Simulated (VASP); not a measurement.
Crystal: Ni2SbTe.

```
CELL_PARAMETERS angstrom
3.96562 0.00000 0.00000
-1.98281 3.43433 0.00000
0.00000 0.00000 5.20348
ATOMIC_POSITIONS crystal
Te 0.33333 0.66667 0.00000
Sb 0.66667 0.33333 0.50000
Ni 0.00000 0.00000 0.25318
Ni 0.00000 0.00000 0.74682
```

Program: VASP 6.6.1. Alike in all runs: task single point; level PBE; potentials or basis VASP PAW PBE potentials, release 64 (Te, Sb, Ni); spin collinear, ferromagnetic start; cell as given; k mesh 7 × 7 × 5; cutoff (eV) 520; smearing fermi-dirac 0.05 eV.

Q: Order these runs on this cell by their pressure, lowest first.
A. fixed moment (μB) 2.5
B. fixed moment (μB) 2.0
C. fixed moment (μB) 4.0
D. fixed moment (μB) 3.0
E. fixed moment (μB) 1.0

A: E (3.5 GPa), B (5.3 GPa), A (7.0 GPa), D (8.9 GPa), C (13.2 GPa).

Caveats: the cell stands under pressure; the total moment is fixed, so each spin has its own Fermi level and the state may be an excited one.
